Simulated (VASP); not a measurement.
# C in VASP: single point with PBE

Aim: the single point of C with PBE.

All numbers are computed with VASP 6.6.1; they aren't measurements. Logs are shortened: lines on timing, memory, paths and dates and some standing lists are left out, and cuts for length are marked.

## Step 1: The cell of the first run

The cell holds a slab with vacuum, 6 atoms: a = 2.456 Å, b = 2.456 Å, c = 22.173 Å, α = 90.00°, β = 90.00°, γ = 120.00°.

## Step 2: Single point, PBE

Contents of INCAR:

```
SYSTEM = C
  PREC = Accurate
  ENCUT = 520
  EDIFF = 1E-7
  ISMEAR = -1
  SIGMA = 0.05
  LREAL = .FALSE.
  LASPH = .TRUE.
  NELM = 80
  ALGO = Normal
  ISIF = 2
  LWAVE = .FALSE.
  LCHARG = .FALSE.
  LDIPOL = .TRUE.
  IDIPOL = 3
  DIPOL = 0.5 0.5 0.501
  GGA = PE
  NBANDS = 21
```

Contents of KPOINTS:

```
regular mesh
0
G
  12 12 1
  0 0 0
```

Contents of POSCAR:

```
C
1.0
    2.4560959400      0.0000000000      0.0000000000
   -1.2280479700      2.1270618200      0.0000000000
    0.0000000000      0.0000000000     22.1732677600
C
6
Direct
    0.5833794600      0.1667589200      0.3382451374
    0.9166205400      0.8332410800      0.3382451374
    0.0833794600      0.1667589200      0.5020300882
    0.4166205400      0.8332410800      0.5020300882
    0.5833794600      0.1667589200      0.6617548626
    0.9166205400      0.8332410800      0.6617548626
```

Potentials or basis: VASP PAW PBE potentials, release 64 (C).

Started as:

```sh
$ cat potpaw_PBE.64/C/POTCAR > POTCAR
$ mpirun -np 1 vasp_std > vasp.out
```

OUTCAR:

```text
SYSTEM = C
   PREC = Accurate
   ENCUT = 520
   EDIFF = 1E-7
   ISMEAR = -1
   LREAL = .FALSE.
   LASPH = .TRUE.
   NELM = 80
   ISIF = 2
   GGA = PE

 ion  position               nearest neighbor table
   1  0.583  0.167  0.338-   2 1.42   2 1.42   2 1.42
   2  0.917  0.833  0.338-   1 1.42   1 1.42   1 1.42
   3  0.083  0.167  0.502-   4 1.42   4 1.42   4 1.42
   4  0.417  0.833  0.502-   3 1.42   3 1.42   3 1.42
   5  0.583  0.167  0.662-   6 1.42   6 1.42   6 1.42
   6  0.917  0.833  0.662-   5 1.42   5 1.42   5 1.42

  LATTYP: Found a hexagonal cell.
 ALAT       =     2.4560959400
 C/A-ratio  =     9.0278508257

  Lattice vectors:

 A1 = (   2.4560959400,   0.0000000000,   0.0000000000)
 A2 = (  -1.2280479700,   2.1270618200,   0.0000000000)
 A3 = (   0.0000000000,   0.0000000000,  22.1732677600)

Analysis of symmetry for initial positions (statically):
=====================================================================
 Subroutine PRICEL returns:
 Original cell was already a primitive cell.

 Routine SETGRP: Setting up the symmetry group for a
 hexagonal supercell.

 Subroutine GETGRP returns: Found  4 space group operations
 (whereof  2 operations were pure point group operations)
 out of a pool of 24 trial point group operations.

The static configuration has the point symmetry C_1h.
 The point group associated with its full space group is C_2v.

Analysis of symmetry for dynamics (positions and initial velocities):
=====================================================================
 Subroutine PRICEL returns:
 Original cell was already a primitive cell.

 Routine SETGRP: Setting up the symmetry group for a
 hexagonal supercell.

 Subroutine GETGRP returns: Found  4 space group operations
 (whereof  2 operations were pure point group operations)
 out of a pool of 24 trial point group operations.

The dynamic configuration has the point symmetry C_1h.
 The point group associated with its full space group is C_2v.

 Subroutine INISYM returns: Found  4 space group operations
 (whereof  2 operations are pure point group operations),
 and found     1 'primitive' translations

----------------------------------------------------------------------------------------

                                     Primitive cell

  volume of cell :     115.8391

  direct lattice vectors                    reciprocal lattice vectors
     2.456095940  0.000000000  0.000000000     0.407150219  0.235066041  0.000000000
    -1.228047970  2.127061820  0.000000000     0.000000000  0.470132081  0.000000000
     0.000000000  0.000000000 22.173267760     0.000000000  0.000000000  0.045099352

  length of vectors
     2.456095940  2.456113557 22.173267760     0.470135453  0.470132081  0.045099352

  position of ions in fractional coordinates (direct lattice)
     0.583379460  0.166758920  0.338245137
     0.916620540  0.833241080  0.338245137
     0.083379460  0.166758920  0.502030088
     0.416620540  0.833241080  0.502030088
     0.583379460  0.166758920  0.661754863
     0.916620540  0.833241080  0.661754863

  ion indices of the primitive-cell ions
   primitive index   ion index
                 1           1
                 2           2
                 3           3
                 4           4
                 5           5
                 6           6

----------------------------------------------------------------------------------------

 KPOINTS: regular mesh

Automatic generation of k-mesh.
 Grid dimensions read from file:
 generate k-points for:   12   12    1

 Generating k-lattice:

  Cartesian coordinates                     Fractional coordinates (reciprocal lattice)
     0.033929185  0.019588837  0.000000000     0.083333333  0.000000000  0.000000000
     0.000000000  0.039177673  0.000000000     0.000000000  0.083333333  0.000000000
     0.000000000  0.000000000  0.045099352     0.000000000  0.000000000  1.000000000

  Length of vectors
     0.039177954  0.039177673  0.045099352

  Shift w.r.t. Gamma in fractional coordinates (k-lattice)
     0.000000000  0.000000000  0.000000000

 Subroutine IBZKPT returns following result:
 ===========================================

 Found     43 irreducible k-points:

 Following reciprocal coordinates:
            Coordinates               Weight
  0.000000  0.000000  0.000000      1.000000
  0.083333  0.000000  0.000000      4.000000
  0.000000  0.083333  0.000000      2.000000
  0.166667 -0.000000  0.000000      4.000000
  0.000000  0.166667  0.000000      2.000000
  0.250000  0.000000  0.000000      4.000000
[... 16 lines left out ...]
 -0.083333  0.416667  0.000000      4.000000
 -0.416667  0.333333  0.000000      4.000000
 [... further k-points ...]
   k-points           NKPTS =     43   k-points in BZ     NKDIM =     43   number of bands    NBANDS=     21
   number of dos      NEDOS =    301   number of ions     NIONS =      6
   total plane-waves  NPLWV =  54432
   dimension x,y,z NGX =    18 NGY =   18 NGZ =  168
   dimension x,y,z NGXF=    36 NGYF=   36 NGZF=  336
   ions per type =               6
   NGX,Y,Z   is equivalent  to a cutoff of  12.18, 12.18, 12.60 a.u.
   NGXF,Y,Z  is equivalent  to a cutoff of  24.37, 24.37, 25.19 a.u.
 SYSTEM =  C
   PREC   = accura    normal or accurate (medium, high low for compatibility)
   ISTART =      0    job   : 0-new  1-cont  2-samecut
   ICHARG =      2    charge: 1-file 2-atom 10-const
   ISPIN  =      1    spin polarized calculation?
   LNONCOLLINEAR =      F non collinear calculations
   LSORBIT =      F    spin-orbit coupling
   LASPH  =      T    aspherical Exc in radial PAW
   ENCUT  =  520.0 eV  38.22 Ry    6.18 a.u.   4.57  4.57 41.23*2*pi/ulx,y,z
   NELM   =     80;   NELMIN=  2; NELMDL= -5     # of ELM steps
   EDIFF  = 0.1E-06   stopping-criterion for ELM
   LREAL  =      F    real-space projection
   EDIFFG = 0.1E-05   stopping-criterion for IOM
   NSW    =      0    number of steps for IOM
   IBRION =     -1    ionic relax: 0-MD 1-quasi-New 2-CG
   NFREE  =      0    steps in history (QN), initial steepest desc. (CG)
   ISIF   =      2    stress and relaxation
   ISYM   =      2    0-nonsym 1-usesym 2-fastsym
   POTIM  = 0.5000    time-step for ionic-motion
   TEBEG  =    0.0;   TEEND  =   0.0 temperature during run
   PSTRESS=    0.0 pullay stress
   NELECT =      24.0000    total number of electrons
   NUPDOWN=      -1.0000    fix difference up-down
   EMIN   =  10.00;   EMAX   =-10.00  energy-range for DOS
   EFERMI =   0.00;   METHOD = LEGACY
   ISMEAR =    -1;   SIGMA  =   0.05  broadening in eV -4-tet -1-fermi 0-gaus
   EFERMI_NEDOS =   21; number of points for ismear=-14 and -15
   IALGO  =     38    algorithm
   IMIX   =      4    mixing-type and parameters
     AMIX     =   0.40;   BMIX     =  1.00
     AMIX_MAG =   1.60;   BMIX_MAG =  1.00
  volume/ion in A,a.u.               =      19.31       130.29
  Fermi-wavevector in a.u.,A,eV,Ry     =   0.968709  1.830595 12.767680  0.938398
  Thomas-Fermi vector in A             =   2.098701
   LORBIT       =      0    0 simple, 1 ext, 2 COOP (PROOUT), +10 PAW based schemes
   GGA     = PE    functional components
   LHFCALC =     F    Hartree Fock is set to
   AEXX    =    0.0000 exact exchange contribution
   IVDW    =     0    specifies the selected vdW correction
   LEPSILON=     F    determine dielectric tensor
   LRPA    =     F    only Hartree local field effects (RPA)
 non-spin polarized calculation
  energy-cutoff  :      520.00
  volume of cell :      115.84
 maximum number of plane-waves:      3166
   NGX =  9   NGY =  9   NGZ = 83

 dipolmoment           0.000000      0.000000     -0.000219 electrons x Angstroem

 number of electron      23.9999994 magnetization

 dipolmoment           0.000000      0.000000      0.000143 electrons x Angstroem

 Free energy of the ion-electron system (eV)
  ---------------------------------------------------
  ext. energy  EPLUGINS =         0.00000000
  ---------------------------------------------------
  free energy    TOTEN  =       -55.31240540 eV

  energy without entropy =      -55.30948887  energy(sigma->0) =      -55.31094713

 E-fermi :  -0.1463     XC(G=0):  -5.1392

 val. band max:       -0.2579001465   @ k =   0.3333   0.3333   0.0000
 cond. band min:      -0.1458734984   @ k =   0.3333   0.3333   0.0000
 fundamental gap:      0.1120266481
 Fermi energy:        -0.1463330824

 k-point     1 :       0.0000    0.0000    0.0000
  band No.  band energies     occupation
      1     -19.8153      2.00000
      2     -19.7564      2.00000
      3     -19.6904      2.00000
      4      -8.3075      2.00000
      5      -7.8456      2.00000
      6      -7.3346      2.00000
[... 13 lines left out ...]
     20       8.2252      0.00000
     21       8.2433      0.00000

 k-point     2 :       0.0833    0.0000    0.0000
  band No.  band energies     occupation
      1     -19.6493      2.00000
      2     -19.5912      2.00000
      3     -19.5259      2.00000
      4      -8.1067      2.00000
      5      -7.6479      2.00000
      6      -7.1407      2.00000
[... 13 lines left out ...]
     20       8.3194      0.00000
     21       8.3363      0.00000

 k-point     3 :       0.0000    0.0833    0.0000
  band No.  band energies     occupation
      1     -19.6493      2.00000
      2     -19.5912      2.00000
      3     -19.5259      2.00000
      4      -8.1069      2.00000
      5      -7.6479      2.00000
      6      -7.1405      2.00000
[... 13 lines left out ...]
     20       8.3332      0.00000
     21       8.3389      0.00000
[... 457 lines left out ...]
 k-point    23 :      -0.0833    0.4167    0.0000
  band No.  band energies     occupation
      1     -16.4088      2.00000
      2     -16.3630      2.00000
      3     -16.3098      2.00000
      4     -10.8404      2.00000
      5     -10.8157      2.00000
      6     -10.7835      2.00000
[... 13 lines left out ...]
     20       8.3635      0.00000
     21       8.9850      0.00000

 k-point    24 :      -0.4167    0.3333    0.0000
  band No.  band energies     occupation
      1     -16.4076      2.00000
      2     -16.3627      2.00000
      3     -16.3107      2.00000
      4     -10.8385      2.00000
      5     -10.8124      2.00000
      6     -10.7785      2.00000
[... 13 lines left out ...]
     20       8.3271      0.00000
     21       8.9818      0.00000

 [... further k-points ...]

------------------------ aborting loop because EDIFF is reached ----------------------------------------

 vacuum level on the upper side and lower side of the slab       (xc-potential included)        -0.102        -0.115

  FORCE on cell =-STRESS in cart. coord.  units (eV):
  Direction    XX          YY          ZZ          XY          YZ          ZX
  --------------------------------------------------------------------------------------
  -------------------------------------------------------------------------------------
  Total        1.9827149      1.9321120      0.3289392      0.0000000      0.0000000      0.0000000
  in kB       27.4230468     26.7231559      4.5495772      0.0000000      0.0000000      0.0000000
  external PRESSURE =      19.5652599 kB  Pullay stress =       0.0000000 kB

 VOLUME and BASIS-vectors are now :
 -----------------------------------------------------------------------------
  energy-cutoff  :      520.00
  volume of cell :      115.84
      direct lattice vectors                 reciprocal lattice vectors
     2.456095940  0.000000000  0.000000000     0.407150219  0.235066041  0.000000000
    -1.228047970  2.127061820  0.000000000     0.000000000  0.470132081  0.000000000
     0.000000000  0.000000000 22.173267760     0.000000000  0.000000000  0.045099352

 POSITION                                       TOTAL-FORCE (eV/Angst)
 -----------------------------------------------------------------------------------
      1.22805      0.35471      7.50000         0.000000     -0.020750     -0.021182
      1.22805      1.77236      7.50000        -0.000000      0.020750     -0.021182
      0.00000      0.35471     11.13165         0.000000     -0.022734     -0.008187
     -0.00000      1.77236     11.13165        -0.000000      0.022734     -0.008187
      1.22805      0.35471     14.67327         0.000000     -0.021623      0.029369
      1.22805      1.77236     14.67327         0.000000      0.021623      0.029369
 -----------------------------------------------------------------------------------
    total drift:                                0.000000      0.000000     -0.000180

  FREE ENERGIE OF THE ION-ELECTRON SYSTEM (eV)
  ---------------------------------------------------
  free  energy   TOTEN  =       -55.3124054029 eV

  energy  without entropy=      -55.3094888662  energy(sigma->0) =      -55.31094713

 vacuum level on the upper side and lower side of the slab         4.038         4.021
```

Wall time 3.8 min (1 thread of Intel Xeon 6975P-C, shared host); peak memory 0.25 GiB.

What came out:

| Quantity | Value |
| --- | --- |
| Free energy | -55.3124 eV |
| Largest force | 0.036 eV/Å |

Forces on the atoms (eV/Å):
```
C    0.000 -0.021 -0.021
C    0.000  0.021 -0.021
C    0.000 -0.023 -0.008
C    0.000  0.023 -0.008
C    0.000 -0.022  0.029
C    0.000  0.022  0.029
```
